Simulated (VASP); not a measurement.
# TaN (Fm-3m) in VASP: further runs, part 2 of 2

VASP 6.6.1.

## 3. Single point, PBE (volume scaled by 0.97)

INCAR

```
PREC = Accurate ; ENCUT = 520
EDIFF = 1E-6 ; ISMEAR = 0
SIGMA = 0.1 ; LREAL = F
LASPH = T ; NELM = 60
ALGO = Normal ; ISIF = 2
LWAVE = F ; LCHARG = T
GGA = PE ; LELF = T
LVHAR = T ; NBANDS = 15
```

KPOINTS

```
Automatic mesh
0
Gamma
  16 16 16
```

POSCAR

```
TaN
1.0
    0.0000000000      2.1863238075      2.1863238075
    2.1863238075      0.0000000000      2.1863238075
    2.1863238075      2.1863238075      0.0000000000
Ta N
1 1
Direct
    0.5000000000      0.5000000000      0.5000000000
    0.0000000000      0.0000000000      0.0000000000
```

Potentials or basis: VASP PAW PBE potentials, release 64 (Ta_pv, N).

Launch:

```sh
cat potpaw_PBE.64/Ta_pv/POTCAR potpaw_PBE.64/N/POTCAR > POTCAR
mpirun -np 1 vasp_std > vasp.out
```

OUTCAR:

```text
PREC = Accurate
   ENCUT = 520
   EDIFF = 1E-6
   ISMEAR = 0
   LREAL = F
   LASPH = T
   NELM = 60
   ISIF = 2
   GGA = PE

 ion  position               nearest neighbor table
   1  0.500  0.500  0.500-   2 2.19   2 2.19   2 2.19   2 2.19   2 2.19   2 2.19
   2  0.000  0.000  0.000-   1 2.19   1 2.19   1 2.19   1 2.19   1 2.19   1 2.19

  LATTYP: Found a face centered cubic cell.
 ALAT       =     4.3726476150

  Lattice vectors:

 A1 = (   0.0000000000,   2.1863238075,   2.1863238075)
 A2 = (   2.1863238075,   0.0000000000,   2.1863238075)
 A3 = (   2.1863238075,   2.1863238075,   0.0000000000)

Analysis of symmetry for initial positions (statically):
=====================================================================
 Subroutine PRICEL returns:
 Original cell was already a primitive cell.

 Routine SETGRP: Setting up the symmetry group for a
 face centered cubic supercell.

 Subroutine GETGRP returns: Found 48 space group operations
 (whereof 48 operations were pure point group operations)
 out of a pool of 48 trial point group operations.

The static configuration has the point symmetry O_h .

Analysis of symmetry for dynamics (positions and initial velocities):
[... 167 lines left out ...]
  band No.  band energies     occupation
      1     -26.0005      2.00000
      2     -26.0005      2.00000
      3     -26.0005      2.00000
      4      -9.2641      2.00000
      5       5.8654      2.00000
      6       5.8654      2.00000
      7       5.8654      2.00000
      8       7.5894      2.00000
      9       7.5894      2.00000
     10       7.5894      2.00000
     11       9.8117      0.29008
     12       9.8117      0.29007
     13      11.4109      0.00000
     14      19.1557      0.00000
[... 401 lines left out ...]
      2     -26.0240      2.00000
      3     -26.0027      2.00000
      4      -9.0075      2.00000
      5       4.6432      2.00000
      6       4.9589      2.00000
      7       5.3091      2.00000
      8       7.7675      2.00000
      9       7.9893      2.00000
     10       8.3091      2.00000
     11      10.2465      0.00000
     12      11.1187      0.00000
     13      12.2147      0.00000
     14      19.9374      0.00000
     15      22.1451      0.00000

 [... further k-points ...]
[... 5 lines left out ...]
  --------------------------------------------------------------------------------------
  -------------------------------------------------------------------------------------
  Total        1.5201291      1.5201291      1.5201291      0.0000000      0.0000000      0.0000000
  in kB      116.5245951    116.5245951    116.5245951      0.0000000      0.0000000      0.0000000
  external PRESSURE =     116.5245951 kB  Pullay stress =       0.0000000 kB

 VOLUME and BASIS-vectors are now :
 -----------------------------------------------------------------------------
  energy-cutoff  :      520.00
  volume of cell :       20.90
      direct lattice vectors                 reciprocal lattice vectors
     0.000000000  2.186323807  2.186323807    -0.228694395  0.228694395  0.228694395
     2.186323807  0.000000000  2.186323807     0.228694395 -0.228694395  0.228694395
     2.186323807  2.186323807  0.000000000     0.228694395  0.228694395 -0.228694395

 POSITION                                       TOTAL-FORCE (eV/Angst)
 -----------------------------------------------------------------------------------
      2.18632      2.18632      2.18632         0.000000      0.000000     -0.000000
      0.00000      0.00000      0.00000        -0.000000     -0.000000      0.000000
 -----------------------------------------------------------------------------------
    total drift:                                0.000000     -0.000000     -0.000000

  FREE ENERGIE OF THE ION-ELECTRON SYSTEM (eV)
  ---------------------------------------------------
  free  energy   TOTEN  =       -21.8013662356 eV

  energy  without entropy=      -21.7957622605  energy(sigma->0) =      -21.79856425
```

stdout:

```text
POSCAR found type information on POSCAR TaN
 POSCAR found :  2 types and       2 ions
 scaLAPACK will be used
 LDA part: xc-table for (Slater+PW92), standard interpolation
 POSCAR, INCAR and KPOINTS ok, starting setup
 FFT: planning ... GRIDC
 FFT: planning ... GRID_SOFT
 FFT: planning ... GRID
 WAVECAR not read
 entering main loop
```

It took 16 s on 1 thread of Intel Xeon 6975P-C, shared host; peak memory 0.18 GiB.

What came out:

* Free energy: -21.8014 eV
* Pressure: 11.7 GPa
* Band gap on the k mesh: zero (band 8 reaches 11.70 eV, above the bottom of band 9 at 7.59 eV)

Levels at points of the mesh, in eV from the Fermi level:
```tsv
k point	band 5	band 6	band 7	band 8	band 9	band 10	band 11	band 12
(0.00, 0.00, 0.00)	-3.87	-3.87	-3.87	-2.15	-2.15	-2.15	0.07	0.07
(0.50, 0.00, 0.00)	-10.51	-7.70	-7.70	1.96	1.96	2.05	3.89	7.72
(0.50, 0.50, 0.00)	-6.68	-5.58	-4.68	-4.68	2.18	3.65	3.65	4.72
```

Caveat: spin-orbit coupling is left out, which moves the levels of the heavy elements.

## 4. Single point, PBE (volume scaled by 1.03)

INCAR

```
SYSTEM = TaN
PREC = Accurate ; ENCUT = 520
EDIFF = 1E-6 ; ISMEAR = 0
SIGMA = 0.1 ; LREAL = .FALSE.
LASPH = .TRUE. ; NELM = 60
ALGO = Normal ; ISIF = 2
LWAVE = .FALSE. ; LCHARG = .FALSE.
GGA = PE ; NBANDS = 15
```

KPOINTS

```
regular mesh
0
G
  16 16 16
  0 0 0
```

POSCAR

```
TaN
1.0
    0.0000000000      2.2305038683      2.2305038683
    2.2305038683      0.0000000000      2.2305038683
    2.2305038683      2.2305038683      0.0000000000
Ta N
1 1
Direct
    0.5000000000      0.5000000000      0.5000000000
    0.0000000000      0.0000000000      0.0000000000
```

Launch:

```sh
cat potpaw_PBE.64/Ta_pv/POTCAR potpaw_PBE.64/N/POTCAR > POTCAR
mpirun -np 1 vasp_std > vasp.out
```

Run time: 15 s. Hardware: 1 thread of Intel Xeon 6975P-C, shared host; peak memory 0.17 GiB.

The run converged. Its results:

```
Free energy            : -21.8109 eV
Pressure               : -8.4 GPa
Band gap on the k mesh : zero (band 8 reaches 10.84 eV, above the bottom of band 9 at 7.07 eV)
```

Levels at points of the mesh, in eV from the Fermi level:
| k point | band 5 | band 6 | band 7 | band 8 | band 9 | band 10 | band 11 | band 12 |
| --- | --- | --- | --- | --- | --- | --- | --- | --- |
| (0.00, 0.00, 0.00) | -3.69 | -3.69 | -3.69 | -1.98 | -1.98 | -1.98 | 0.06 | 0.06 |
| (0.50, 0.00, 0.00) | -10.01 | -7.26 | -7.26 | 1.78 | 1.78 | 1.87 | 3.70 | 7.10 |
| (0.50, 0.50, 0.00) | -6.54 | -5.17 | -4.53 | -4.53 | 1.99 | 3.32 | 3.32 | 4.10 |

Caveat: spin-orbit coupling is left out, which moves the levels of the heavy elements.

## 5. Single point, PBE (volume scaled by 1.06)

INCAR

```
SYSTEM = TaN
ALGO = Normal
EDIFF = 1E-7
ENCUT = 520
GGA = PE
ISIF = 2
ISMEAR = 0
LASPH = .True.
LCHARG = .False.
LREAL = .False.
LWAVE = .False.
NBANDS = 15
NELM = 100
PREC = Accurate
SIGMA = 0.1
```

KPOINTS

```
k-points
0
Gamma
  16 16 16
  0 0 0
```

POSCAR

```
TaN
1.0
    0.0000000000      2.2519523367      2.2519523367
    2.2519523367      0.0000000000      2.2519523367
    2.2519523367      2.2519523367      0.0000000000
Ta N
1 1
Direct
    0.5000000000      0.5000000000      0.5000000000
    0.0000000000      0.0000000000      0.0000000000
```

Launch:

```sh
cat potpaw_PBE.64/Ta_pv/POTCAR potpaw_PBE.64/N/POTCAR > POTCAR
mpirun -np 1 vasp_std > vasp.out
```

Run time: 17 s. Hardware: 1 thread of Intel Xeon 6975P-C, shared host; peak memory 0.18 GiB.

Results (log left out):

| Item | Value |
| --- | --- |
| Free energy | -21.7610 eV |
| Pressure | -16.3 GPa |
| Band gap on the k mesh | zero (band 8 reaches 10.43 eV, above the bottom of band 9 at 6.83 eV) |

Levels at points of the mesh, in eV from the Fermi level:
| k point | band 4 | band 5 | band 6 | band 7 | band 8 | band 9 | band 10 | band 11 | band 12 | band 13 |
| --- | --- | --- | --- | --- | --- | --- | --- | --- | --- | --- |
| (0.00, 0.00, 0.00) | -18.26 | -3.61 | -3.61 | -3.61 | -1.90 | -1.90 | -1.90 | 0.06 | 0.06 | 0.94 |
| (0.50, 0.00, 0.00) | -15.65 | -9.78 | -7.06 | -7.06 | 1.70 | 1.70 | 1.79 | 3.61 | 6.82 | 6.82 |
| (0.50, 0.50, 0.00) | -17.04 | -6.46 | -4.98 | -4.45 | -4.45 | 1.90 | 3.16 | 3.16 | 3.83 | 6.04 |

Caveat: spin-orbit coupling is left out, which moves the levels of the heavy elements.

## 6. Single point, PBE (volume scaled by 1.10)

INCAR

```
PREC = Accurate
ENCUT = 520
EDIFF = 1E-6
ISMEAR = 0
SIGMA = 0.1
LREAL = False
LASPH = True
NELM = 60
ALGO = Normal
ISIF = 2
LWAVE = False
LCHARG = True
GGA = PE
LELF = True
LVHAR = True
NBANDS = 15
```

KPOINTS

```
Automatic mesh
0
Gamma
  16 16 16
```

POSCAR

```
TaN
1.0
    0.0000000000      2.2799297606      2.2799297606
    2.2799297606      0.0000000000      2.2799297606
    2.2799297606      2.2799297606      0.0000000000
Ta N
1 1
Direct
    0.5000000000      0.5000000000      0.5000000000
    0.0000000000      0.0000000000      0.0000000000
```

Potentials or basis: VASP PAW PBE potentials, release 64 (Ta_pv, N).

Launch:

```sh
cat potpaw_PBE.64/Ta_pv/POTCAR potpaw_PBE.64/N/POTCAR > POTCAR
mpirun -np 1 vasp_std > vasp.out
```

It took 16 s on 1 thread of Intel Xeon 6975P-C, shared host; peak memory 0.18 GiB.

The run converged. Its results:

```
Free energy            : -21.6499 eV
Pressure               : -24.9 GPa
Band gap on the k mesh : zero (band 8 reaches 9.93 eV, above the bottom of band 9 at 6.52 eV)
```

Levels at points of the mesh, in eV from the Fermi level:
```csv
k point,band 5,band 6,band 7,band 8,band 9,band 10,band 11,band 12
"(0.00, 0.00, 0.00)",-3.49,-3.49,-3.49,-1.81,-1.81,-1.81,0.05,0.05
"(0.50, 0.00, 0.00)",-9.48,-6.80,-6.80,1.60,1.60,1.68,3.50,6.47
"(0.50, 0.50, 0.00)",-6.34,-4.74,-4.34,-4.34,1.80,2.98,2.98,3.49
```

Caveat: spin-orbit coupling is left out, which moves the levels of the heavy elements.

## 7. The runs side by side

| cell | gap on the mesh (eV) | pressure (GPa) |
| --- | --- | --- |
| a = 3.082 Å, angles 60.0°, 2 atoms | none | 15.6 |
| a = 3.092 Å, angles 60.0°, 2 atoms | none | 11.7 |
| a = 3.154 Å, angles 60.0°, 2 atoms | none | -8.4 |
| a = 3.185 Å, angles 60.0°, 2 atoms | none | -16.3 |
| a = 3.224 Å, angles 60.0°, 2 atoms | none | -24.9 |

Alike in all rows: task single point; level PBE; potentials or basis VASP PAW PBE potentials, release 64 (Ta_pv, N); no spin polarisation; k mesh 16 × 16 × 16; cutoff (eV) 520; smearing gaussian 0.1 eV.

Caveats: spin-orbit coupling is left out, which moves the levels of the heavy elements.

Total energies depend on the potentials used, so only differences within one code and one set of settings carry meaning.
